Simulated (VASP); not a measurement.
# BaTe (Fm-3m) in VASP: further runs, part 2 of 2

VASP 6.6.1. The steps go on from the part before.

## Step 4: Single point, PBE

This run uses another cell than the first one, of 44.10 Å³/atom, 1.089 times its volume.

INCAR reads:

```
ALGO     = Normal         # electronic algorithm
EDIFF    = 1E-6           # SCF threshold, eV
ENCUT    = 520            # plane-wave cutoff, eV
GGA      = PE             # functional
ISIF     = 2              # what is computed and relaxed
ISMEAR   = -1             # smearing method
LASPH    = True           # aspherical terms in the spheres
LCHARG   = True           # write CHGCAR
LELF     = True           # ELF
LREAL    = False          # projectors in reciprocal space
LVHAR    = True         
LWAVE    = False          # write WAVECAR
NBANDS   = 15             # bands
NELM     = 80             # most SCF steps
PREC     = Accurate       # precision mode
SIGMA    = 0.02           # smearing width, eV
```

KPOINTS reads:

```
k-points
0
Gamma
  8 8 8
```

POSCAR reads:

```
BaTe
1.0
    0.0000000000      3.5329075347      3.5329075347
    3.5329075347      0.0000000000      3.5329075347
    3.5329075347      3.5329075347      0.0000000000
Ba Te
1 1
Direct
    0.0000000000      0.0000000000      0.0000000000
    0.5000000000      0.5000000000      0.5000000000
```

Run with:

```
> cat potpaw_PBE.64/Ba_sv/POTCAR potpaw_PBE.64/Te/POTCAR > POTCAR
> mpirun -np 1 vasp_std > vasp.out
```

Run time: 32 s. Hardware: 1 thread of Intel Xeon Platinum 8488C (Sapphire Rapids), shared host; peak memory 0.25 GiB.

The run converged. Its results:

```yaml
Free_energy: -8.6287 eV
Pressure: 0.3 GPa
Band_gap_on_the_k_mesh: 1.58 eV, indirect (least direct gap 1.96 eV)
```

Levels at points of the mesh, in eV from the valence-band top:
| k point | band 4 | band 5 | band 6 | band 7 | band 8 | band 9 | band 10 | band 11 | band 12 | band 13 |
| --- | --- | --- | --- | --- | --- | --- | --- | --- | --- | --- |
| (0.00, 0.00, 0.00) | -12.24 | -9.48 | 0.00 | 0.00 | 0.00 | 2.80 | 2.94 | 2.94 | 2.94 | 3.53 |
| (0.50, 0.00, 0.00) | -12.25 | -8.82 | -2.16 | -1.07 | -1.07 | 4.15 | 4.69 | 4.83 | 4.83 | 6.89 |
| (0.50, 0.50, 0.00) | -12.31 | -9.28 | -1.12 | -0.38 | -0.38 | 1.58 | 4.38 | 4.52 | 5.46 | 5.64 |

Caveat: spin-orbit coupling is left out, which moves the levels of the heavy elements. A k mesh can miss the band edges.

## Step 5: Single point, r2SCAN

This run uses another cell than the first one, of 41.40 Å³/atom, 1.023 times its volume.

POSCAR reads:

```
BaTe
1.0
    0.0000000000      3.4595096200      3.4595096200
    3.4595096200      0.0000000000      3.4595096200
    3.4595096200      3.4595096200      0.0000000000
Ba Te
1 1
Direct
    0.0000000000      0.0000000000      0.0000000000
    0.5000000000      0.5000000000      0.5000000000
```

INCAR.step1 reads:

```
SYSTEM = BaTe
PREC = Accurate ; ENCUT = 520
ISMEAR = -1 ; SIGMA = 0.02
LREAL = .False. ; LASPH = .True.
NELM = 60 ; NBANDS = 15
GGA = PE ; ALGO = Normal
EDIFF = 1E-4 ; LWAVE = .True.
LCHARG = .False.
```

INCAR.step2 reads:

```
SYSTEM = BaTe
PREC = Accurate ; ENCUT = 520
EDIFF = 1E-7 ; ISMEAR = -1
SIGMA = 0.02 ; LREAL = .False.
LASPH = .True. ; NELM = 60
ALGO = Normal ; ISIF = 2
LWAVE = .False. ; LCHARG = .False.
METAGGA = R2SCAN ; LMIXTAU = .True.
NBANDS = 15 ; ISTART = 1
```

KPOINTS reads:

```
regular mesh
0
Gamma
  8 8 8
  0 0 0
```

Run with:

```
> cat potpaw_PBE.64/Ba_sv/POTCAR potpaw_PBE.64/Te/POTCAR > POTCAR
> cp INCAR.step1 INCAR
> mpirun -np 1 vasp_std > vasp.out
> cp INCAR.step2 INCAR
> mpirun -np 1 vasp_std > vasp.out
```

It took 85 s on 1 thread of Intel Xeon Platinum 8488C (Sapphire Rapids), shared host; peak memory 0.23 GiB.

Results (log left out):

```yaml
Free_energy: -55.9830 eV
Pressure: 2.6 GPa
Band_gap_on_the_k_mesh: 1.79 eV, indirect (least direct gap 2.18 eV)
```

Levels at points of the mesh, in eV from the valence-band top:
| k point | band 6 | band 7 | band 8 | band 9 | band 10 | band 11 |
| --- | --- | --- | --- | --- | --- | --- |
| (0.00, 0.00, 0.00) | 0.00 | 0.00 | 0.00 | 3.32 | 3.32 | 3.32 |
| (0.50, 0.00, 0.00) | -2.32 | -1.20 | -1.20 | 4.70 | 5.35 | 5.49 |
| (0.50, 0.50, 0.00) | -1.16 | -0.39 | -0.39 | 1.79 | 5.00 | 5.53 |

Caveat: the PAW data sets were made with another functional, which shifts forces and pressure a little; spin-orbit coupling is left out, which moves the levels of the heavy elements. A k mesh can miss the band edges.

## Step 6: Single point, r2SCAN

This run uses another cell than the first one, of 42.29 Å³/atom, 1.045 times its volume.

POSCAR reads:

```
BaTe
1.0
    0.0000000000      3.4838731600      3.4838731600
    3.4838731600      0.0000000000      3.4838731600
    3.4838731600      3.4838731600      0.0000000000
Ba Te
1 1
Direct
    0.0000000000      0.0000000000      0.0000000000
    0.5000000000      0.5000000000      0.5000000000
```

INCAR.step1 reads:

```
SYSTEM = BaTe
PREC = Accurate ; ENCUT = 520
ISMEAR = -1 ; SIGMA = 0.02
LREAL = .FALSE. ; LASPH = .TRUE.
NELM = 60 ; NBANDS = 15
GGA = PE ; ALGO = Normal
EDIFF = 1E-4 ; LWAVE = .TRUE.
LCHARG = .FALSE.
```

INCAR.step2 reads:

```
SYSTEM = BaTe
PREC = Accurate ; ENCUT = 520
EDIFF = 1E-7 ; ISMEAR = -1
SIGMA = 0.02 ; LREAL = .FALSE.
LASPH = .TRUE. ; NELM = 60
ALGO = Normal ; ISIF = 2
LWAVE = .FALSE. ; LCHARG = .FALSE.
METAGGA = R2SCAN ; LMIXTAU = .TRUE.
NBANDS = 15 ; ISTART = 1
```

KPOINTS reads:

```
regular mesh
0
G
  8 8 8
  0 0 0
```

Potentials or basis: VASP PAW PBE potentials, release 64 (Ba_sv, Te).

Run with:

```
> cat potpaw_PBE.64/Ba_sv/POTCAR potpaw_PBE.64/Te/POTCAR > POTCAR
> cp INCAR.step1 INCAR
> mpirun -np 1 vasp_std > vasp.out
> cp INCAR.step2 INCAR
> mpirun -np 1 vasp_std > vasp.out
```

Wall time 2.2 min (1 thread of Intel Xeon Platinum 8488C (Sapphire Rapids), shared host); peak memory 0.27 GiB.

Results (log left out):

| Item | Value |
| --- | --- |
| Free energy | -56.0065 eV |
| Pressure | 1.7 GPa |
| Band gap on the k mesh | 1.84 eV, indirect (least direct gap 2.23 eV) |

Levels at points of the mesh, in eV from the valence-band top:
| k point | band 4 | band 5 | band 6 | band 7 | band 8 | band 9 | band 10 | band 11 | band 12 | band 13 |
| --- | --- | --- | --- | --- | --- | --- | --- | --- | --- | --- |
| (0.00, 0.00, 0.00) | -12.51 | -9.85 | 0.00 | 0.00 | 0.00 | 3.33 | 3.33 | 3.33 | 3.65 | 4.03 |
| (0.50, 0.00, 0.00) | -12.52 | -9.03 | -2.26 | -1.15 | -1.15 | 4.67 | 5.30 | 5.44 | 5.44 | 7.52 |
| (0.50, 0.50, 0.00) | -12.59 | -9.63 | -1.15 | -0.39 | -0.39 | 1.84 | 4.97 | 5.43 | 6.29 | 6.32 |

Caveat: the PAW data sets were made with another functional, which shifts forces and pressure a little; spin-orbit coupling is left out, which moves the levels of the heavy elements.

## Step 7: Summary

```tsv
level	potentials or basis	cell	gap on the mesh (eV)	pressure (GPa)
LDA	VASP PAW LDA potentials, release 64 (Ba_sv, Te)	a = 4.856 Å, angles 60.0°, 2 atoms	1.26	0.4
PBEsol	VASP PAW PBE potentials, release 64 (Ba_sv, Te)	a = 4.910 Å, angles 60.0°, 2 atoms	1.37	0.4
PBE	VASP PAW PBE potentials, release 64 (Ba_sv, Te)	a = 4.996 Å, angles 60.0°, 2 atoms	1.58	0.3
r2SCAN	VASP PAW PBE potentials, release 64 (Ba_sv, Te)	a = 4.892 Å, angles 60.0°, 2 atoms	1.79	2.6
r2SCAN	VASP PAW PBE potentials, release 64 (Ba_sv, Te)	a = 4.927 Å, angles 60.0°, 2 atoms	1.84	1.7
```

Alike in all rows: task single point; no spin polarisation; k mesh 8 × 8 × 8; cutoff (eV) 520; smearing fermi-dirac 0.02 eV.

Caveats: spin-orbit coupling is left out, which moves the levels of the heavy elements; the PAW data sets were made with another functional, which shifts forces and pressure a little (some runs).

Total energies depend on the potentials used, so only differences within one code and one set of settings carry meaning.
